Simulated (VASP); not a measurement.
# BiPbIO2 (I4mm) in VASP: single point with LDA

Aim: the single point of BiPbIO2 with LDA.

Program: VASP 6.6.1. These are calculated values, not measurements. Logs are shortened: lines on timing, memory, paths and dates and some standing lists are left out, and cuts for length are marked.

## (1) The cell of the first run

The structure is tetragonal, space group I4mm (No. 107). The conventional cell has a = 3.970 Å, b = 3.970 Å, c = 13.408 Å, α = 90.00°, β = 90.00°, γ = 90.00°. Within 3.0 Å of Bi (site symmetry 4mm) lie 4 O at 2.26 Å. Pb (site symmetry 4mm) has 4 O at 2.38 Å within 3.1 Å. Within 4.7 Å of I (site symmetry 4mm) lie 5 Bi at 3.49 to 4.63 Å and 5 Pb at 3.60 to 4.45 Å and 8 O at 3.72 to 4.07 Å and 4 I at 3.97 Å. Within 3.0 Å of O (site symmetry 2mm) lie 2 Bi at 2.26 Å and 2 Pb at 2.38 Å and 4 O at 2.81 Å.

## (2) Single point, LDA

INCAR reads:

```
SYSTEM = BiPbIO2
PREC = Accurate
ENCUT = 520
EDIFF = 1E-7
ISMEAR = 0
SIGMA = 0.1
LREAL = .False.
LASPH = .True.
NELM = 80
ALGO = Normal
ISIF = 2
LWAVE = .False.
LCHARG = .False.
GGA = CA
NBANDS = 32
```

KPOINTS reads:

```
regular mesh
0
Gamma
  8 8 8
  0 0 0
```

POSCAR reads:

```
BiPbIO2
1.0
   -1.9851159740      1.9851159740      6.7038966791
    1.9851159740     -1.9851159740      6.7038966791
    1.9851159740      1.9851159740     -6.7038966791
Bi Pb I O
1 1 1 2
Direct
    0.3368348751      0.3368348751      0.0000000000
    0.6591082394      0.6591082394      0.0000000000
    0.9913242520      0.9913242520      0.0000000000
    0.7563658167      0.2563658167      0.5000000000
    0.2563658167      0.7563658167      0.5000000000
```

Potentials or basis: VASP PAW LDA potentials, release 64 (Bi_d, Pb_d, I, O).

Started as:

```console
cat potpaw_LDA.64/Bi_d/POTCAR potpaw_LDA.64/Pb_d/POTCAR potpaw_LDA.64/I/POTCAR potpaw_LDA.64/O/POTCAR > POTCAR
mpirun -np 1 vasp_std > vasp.out
```

OUTCAR:

```text
SYSTEM = BiPbIO2
   PREC = Accurate
   ENCUT = 520
   EDIFF = 1E-7
   ISMEAR = 0
   LREAL = .False.
   LASPH = .True.
   NELM = 80
   ISIF = 2
   GGA = CA

 ion  position               nearest neighbor table
   1  0.337  0.337  0.000-   4 2.26   5 2.26   5 2.26   4 2.26   3 3.49   3 3.49   3 3.49   3 3.49
                             2 3.68   2 3.68   2 3.68   2 3.68
   2  0.659  0.659  0.000-   5 2.38   4 2.38   4 2.38   5 2.38   3 3.60   3 3.60   3 3.60   3 3.60
                             1 3.68   1 3.68   1 3.68   1 3.68
   3  0.991  0.991  0.000-   1 3.49   1 3.49   1 3.49   1 3.49   2 3.60   2 3.60   2 3.60   2 3.60

   4  0.756  0.256  0.500-   1 2.26   1 2.26   2 2.38   2 2.38
   5  0.256  0.756  0.500-   1 2.26   1 2.26   2 2.38   2 2.38

  LATTYP: Found a body centered tetragonal cell.
 ALAT       =     3.9702319480
 C/A-ratio  =     3.3770806174

  Lattice vectors:

 A1 = (  -1.9851159740,   1.9851159740,   6.7038966791)
 A2 = (   1.9851159740,  -1.9851159740,   6.7038966791)
 A3 = (   1.9851159740,   1.9851159740,  -6.7038966791)

Analysis of symmetry for initial positions (statically):
=====================================================================
 Subroutine PRICEL returns:
 Original cell was already a primitive cell.

 Routine SETGRP: Setting up the symmetry group for a
 body centered tetragonal supercell.

 Subroutine GETGRP returns: Found  8 space group operations
 (whereof  8 operations were pure point group operations)
 out of a pool of 16 trial point group operations.

The static configuration has the point symmetry C_4v.

Analysis of symmetry for dynamics (positions and initial velocities):
=====================================================================
 Subroutine PRICEL returns:
 Original cell was already a primitive cell.

 Routine SETGRP: Setting up the symmetry group for a
 body centered tetragonal supercell.

 Subroutine GETGRP returns: Found  8 space group operations
 (whereof  8 operations were pure point group operations)
 out of a pool of 16 trial point group operations.

The dynamic configuration has the point symmetry C_4v.

 Subroutine INISYM returns: Found  8 space group operations
 (whereof  8 operations are pure point group operations),
 and found     1 'primitive' translations

----------------------------------------------------------------------------------------

                                     Primitive cell

  volume of cell :     105.6718

  direct lattice vectors                    reciprocal lattice vectors
    -1.985115974  1.985115974  6.703896679     0.000000000  0.251874453  0.074583488
     1.985115974 -1.985115974  6.703896679     0.251874453  0.000000000  0.074583488
     1.985115974  1.985115974 -6.703896679     0.251874453  0.251874453  0.000000000

  length of vectors
     7.267984696  7.267984696  7.267984696     0.262685052  0.262685052  0.356204267

  position of ions in fractional coordinates (direct lattice)
     0.336834875  0.336834875  0.000000000
     0.659108239  0.659108239  0.000000000
     0.991324252  0.991324252  0.000000000
     0.756365817  0.256365817  0.500000000
     0.256365817  0.756365817  0.500000000

  ion indices of the primitive-cell ions
   primitive index   ion index
                 1           1
                 2           2
                 3           3
                 4           4
                 5           5

----------------------------------------------------------------------------------------

 KPOINTS: regular mesh

Automatic generation of k-mesh.
 Grid dimensions read from file:
 generate k-points for:    8    8    8

 Generating k-lattice:

  Cartesian coordinates                     Fractional coordinates (reciprocal lattice)
     0.000000000  0.031484307  0.009322936     0.125000000 -0.000000000  0.000000000
     0.031484307  0.000000000  0.009322936    -0.000000000  0.125000000  0.000000000
     0.031484307  0.031484307  0.000000000     0.000000000  0.000000000  0.125000000

  Length of vectors
     0.032835632  0.032835632  0.044525533

  Shift w.r.t. Gamma in fractional coordinates (k-lattice)
     0.000000000  0.000000000  0.000000000

 Subroutine IBZKPT returns following result:
 ===========================================

 Found     59 irreducible k-points:

 Following reciprocal coordinates:
            Coordinates               Weight
  0.000000  0.000000  0.000000      1.000000
  0.125000  0.000000  0.000000      8.000000
  0.250000  0.000000  0.000000      8.000000
  0.375000  0.000000  0.000000      8.000000
  0.500000  0.000000  0.000000      4.000000
  0.125000  0.125000  0.000000      8.000000
[... 16 lines left out ...]
  0.250000  0.125000  0.125000     16.000000
  0.375000  0.125000  0.125000      8.000000
 [... further k-points ...]
   k-points           NKPTS =     59   k-points in BZ     NKDIM =     59   number of bands    NBANDS=     32
   number of dos      NEDOS =    301   number of ions     NIONS =      5
   total plane-waves  NPLWV = 157464
   dimension x,y,z NGX =    54 NGY =   54 NGZ =   54
   dimension x,y,z NGXF=   108 NGYF=  108 NGZF=  108
   ions per type =               1   1   1   2
   NGX,Y,Z   is equivalent  to a cutoff of  12.35, 12.35, 12.35 a.u.
   NGXF,Y,Z  is equivalent  to a cutoff of  24.70, 24.70, 24.70 a.u.
 SYSTEM =  BiPbIO2
   PREC   = accura    normal or accurate (medium, high low for compatibility)
   ISTART =      0    job   : 0-new  1-cont  2-samecut
   ICHARG =      2    charge: 1-file 2-atom 10-const
   ISPIN  =      1    spin polarized calculation?
   LNONCOLLINEAR =      F non collinear calculations
   LSORBIT =      F    spin-orbit coupling
   LASPH  =      T    aspherical Exc in radial PAW
   ENCUT  =  520.0 eV  38.22 Ry    6.18 a.u.  13.51 13.51 13.51*2*pi/ulx,y,z
   NELM   =     80;   NELMIN=  2; NELMDL= -5     # of ELM steps
   EDIFF  = 0.1E-06   stopping-criterion for ELM
   LREAL  =      F    real-space projection
   EDIFFG = 0.1E-05   stopping-criterion for IOM
   NSW    =      0    number of steps for IOM
   IBRION =     -1    ionic relax: 0-MD 1-quasi-New 2-CG
   NFREE  =      0    steps in history (QN), initial steepest desc. (CG)
   ISIF   =      2    stress and relaxation
   ISYM   =      2    0-nonsym 1-usesym 2-fastsym
   POTIM  = 0.5000    time-step for ionic-motion
   TEBEG  =    0.0;   TEEND  =   0.0 temperature during run
   PSTRESS=    0.0 pullay stress
   NELECT =      48.0000    total number of electrons
   NUPDOWN=      -1.0000    fix difference up-down
   EMIN   =  10.00;   EMAX   =-10.00  energy-range for DOS
   EFERMI =   0.00;   METHOD = LEGACY
   ISMEAR =     0;   SIGMA  =   0.10  broadening in eV -4-tet -1-fermi 0-gaus
   EFERMI_NEDOS =   21; number of points for ismear=-14 and -15
   IALGO  =     38    algorithm
   IMIX   =      4    mixing-type and parameters
     AMIX     =   0.40;   BMIX     =  1.00
     AMIX_MAG =   1.60;   BMIX_MAG =  1.00
  volume/ion in A,a.u.               =      21.13       142.62
  Fermi-wavevector in a.u.,A,eV,Ry     =   1.258449  2.378123 21.547457  1.583693
  Thomas-Fermi vector in A             =   2.392058
   LORBIT       =      0    0 simple, 1 ext, 2 COOP (PROOUT), +10 PAW based schemes
   GGA     = CA    functional components
   LHFCALC =     F    Hartree Fock is set to
   AEXX    =    0.0000 exact exchange contribution
   IVDW    =     0    specifies the selected vdW correction
   LEPSILON=     F    determine dielectric tensor
   LRPA    =     F    only Hartree local field effects (RPA)
 non-spin polarized calculation
 Gauss-broadening in eV      SIGMA  =   0.10
  energy-cutoff  :      520.00
  volume of cell :      105.67
 maximum number of plane-waves:      2897
   NGX = 27   NGY = 27   NGZ = 27

 number of electron      48.0000004 magnetization

 Free energy of the ion-electron system (eV)
  ---------------------------------------------------
  ext. energy  EPLUGINS =         0.00000000
  ---------------------------------------------------
  free energy    TOTEN  =       -27.89927321 eV

  energy without entropy =      -27.89927321  energy(sigma->0) =      -27.89927321

 E-fermi :   5.9777     XC(G=0): -10.4969

 val. band max:        5.5487077170   @ k =  -0.3750   0.5000   0.2500
 cond. band min:       7.1921858998   @ k =   0.0000   0.0000   0.0000
 fundamental gap:      1.6434781828
 Fermi energy:         5.9777274521

 k-point     1 :       0.0000    0.0000    0.0000
  band No.  band energies     occupation
      1     -16.8613      2.00000
      2     -16.7206      2.00000
      3     -16.7085      2.00000
      4     -16.7085      2.00000
      5     -16.6215      2.00000
      6     -12.8542      2.00000
[... 24 lines left out ...]
     31      11.7406      0.00000
     32      13.0477      0.00000

 k-point     2 :       0.1250    0.0000    0.0000
  band No.  band energies     occupation
      1     -16.8528      2.00000
      2     -16.7289      2.00000
      3     -16.7082      2.00000
      4     -16.7059      2.00000
      5     -16.6237      2.00000
      6     -12.7755      2.00000
[... 24 lines left out ...]
     31      11.9707      0.00000
     32      13.3772      0.00000

 k-point     3 :       0.2500    0.0000    0.0000
  band No.  band energies     occupation
      1     -16.8339      2.00000
      2     -16.7508      2.00000
      3     -16.7074      2.00000
      4     -16.6955      2.00000
      5     -16.6288      2.00000
      6     -12.5557      2.00000
[... 24 lines left out ...]
     31      12.6398      0.00000
     32      14.2211      0.00000

 k-point     4 :       0.3750    0.0000    0.0000
  band No.  band energies     occupation
      1     -16.8170      2.00000
      2     -16.7734      2.00000
      3     -16.7066      2.00000
      4     -16.6822      2.00000
      5     -16.6339      2.00000
      6     -12.2489      2.00000
[... 654 lines left out ...]
     31      13.7158      0.00000
     32      14.3251      0.00000

 k-point    23 :       0.2500    0.1250    0.1250
  band No.  band energies     occupation
      1     -16.8080      2.00000
      2     -16.7811      2.00000
      3     -16.6933      2.00000
      4     -16.6757      2.00000
      5     -16.6425      2.00000
      6     -12.0526      2.00000
[... 24 lines left out ...]
     31      13.6584      0.00000
     32      14.2679      0.00000

 k-point    24 :       0.3750    0.1250    0.1250
  band No.  band energies     occupation
      1     -16.8078      2.00000
      2     -16.7858      2.00000
      3     -16.6930      2.00000
      4     -16.6664      2.00000
      5     -16.6449      2.00000
      6     -11.8616      2.00000
[... 24 lines left out ...]
     31      13.5952      0.00000
     32      14.2797      0.00000

 [... further k-points ...]

------------------------ aborting loop because EDIFF is reached ----------------------------------------

  FORCE on cell =-STRESS in cart. coord.  units (eV):
  Direction    XX          YY          ZZ          XY          YZ          ZX
  --------------------------------------------------------------------------------------
  -------------------------------------------------------------------------------------
  Total        0.1597051      0.1597051      0.0469318      0.0000000      0.0000000      0.0000000
  in kB        2.4214213      2.4214213      0.7115711      0.0000000      0.0000000      0.0000000
  external PRESSURE =       1.8514712 kB  Pullay stress =       0.0000000 kB

 VOLUME and BASIS-vectors are now :
 -----------------------------------------------------------------------------
  energy-cutoff  :      520.00
  volume of cell :      105.67
      direct lattice vectors                 reciprocal lattice vectors
    -1.985115974  1.985115974  6.703896679     0.000000000  0.251874453  0.074583488
     1.985115974 -1.985115974  6.703896679     0.251874453  0.000000000  0.074583488
     1.985115974  1.985115974 -6.703896679     0.251874453  0.251874453  0.000000000

 POSITION                                       TOTAL-FORCE (eV/Angst)
 -----------------------------------------------------------------------------------
      0.00000      0.00000      4.51621         0.000000      0.000000      0.090996
      0.00000      0.00000      8.83719         0.000000      0.000000     -0.062092
      0.00000      0.00000     13.29147        -0.000000     -0.000000     -0.002447
      0.00000      1.98512      3.43730         0.000000     -0.000000     -0.013229
      1.98512      0.00000      3.43730        -0.000000      0.000000     -0.013229
 -----------------------------------------------------------------------------------
    total drift:                               -0.000001     -0.000001      0.000349

  FREE ENERGIE OF THE ION-ELECTRON SYSTEM (eV)
  ---------------------------------------------------
  free  energy   TOTEN  =       -27.8992732128 eV

  energy  without entropy=      -27.8992732128  energy(sigma->0) =      -27.89927321
```

Wall time 7 min (1 thread of Intel Xeon Platinum 8488C (Sapphire Rapids), shared host); peak memory 0.44 GiB.

Results:

| Quantity | Value |
| --- | --- |
| Free energy | -27.8993 eV |
| Pressure | 0.2 GPa |
| Largest force | 0.091 eV/Å |
| Band gap on the k mesh | 1.64 eV (least direct gap 2.14 eV) |

Forces in eV/Å, atoms in the order of the input:
```
Bi   0.000  0.000  0.091
Pb   0.000  0.000 -0.062
I    0.000  0.000 -0.002
O    0.000  0.000 -0.013
O    0.000  0.000 -0.013
```

Caveat: spin-orbit coupling is left out, which moves the levels of the heavy elements.
